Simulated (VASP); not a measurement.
Wanted: the native input for a VASP 6.6.1 run.

| Property | Result |
| --- | --- |
| Task | single point |
| Functional | PBE |
| Dispersion | D3(BJ) |
| Potentials or basis | VASP PAW PBE potentials, release 64 (Mo_sv, S) |
| Cutoff | 500 eV |
| k mesh | 12 × 12 × 4 |
| Occupations | gaussian, width 0.05 eV |
| Spin | no spin polarisation |
| Hubbard terms | Mo d U = 2.0 eV |
| Dipole correction | no |
| Further INCAR settings | ALGO = Normal; EDIFF = 1e-06; NBANDS = 20 |

The structure of MoS2 lies in POSCAR:

```
MoS2
1.0
    3.1497239970      0.0000000000      0.0000000000
   -1.5748619985      2.7277409963      0.0000000000
    0.0000000000      0.0000000000      7.2292026430
Mo S
1 2
Direct
    0.0000000000      0.0000000000      0.0000000000
    0.3333333333      0.6666666667      0.2356692374
    0.3333333333      0.6666666667      0.7643307626
```

These files were run (other wordings do the same):

INCAR

```
PREC = Accurate
ENCUT = 500
EDIFF = 1E-6
ISMEAR = 0
SIGMA = 0.05
LREAL = F
LASPH = T
NELM = 200
ALGO = Normal
ISIF = 2
LWAVE = F
LCHARG = T
LMAXMIX = 4
LDAU = T
LDAUTYPE = 2
LDAUL = 2 -1
LDAUU = 2 0
LDAUJ = 0 0
LDAUPRINT = 1
GGA = PE
IVDW = 12
LELF = T
LVHAR = T
NBANDS = 20
GGA_COMPAT = F
```

KPOINTS

```
Automatic mesh
0
Gamma
  12 12 4
```

Potentials or basis: VASP PAW PBE potentials, release 64 (Mo_sv, S).

Command:

```bash
$ cat potpaw_PBE.64/Mo_sv/POTCAR potpaw_PBE.64/S/POTCAR > POTCAR
$ mpirun -np 1 vasp_std > vasp.out
```

Results of the run:

| Property | Result |
| --- | --- |
| Pressure | -9.5 GPa |
| Largest force | 1.988 eV/Å |
| Band gap on the k mesh | 1.17 eV (least direct gap 1.93 eV) |
| Dispersion energy per atom | -0.368 eV |

Caveat: the stress differs along the axes, from -19 to -5 GPa; forces of over 1 eV/Å act on the atoms, so gaps and moduli don't describe the material at rest.

Wall time 97 s on 1 thread of Oxide Virtual Turin-like Processor, with other jobs on the host, peak memory 0.19 GiB.
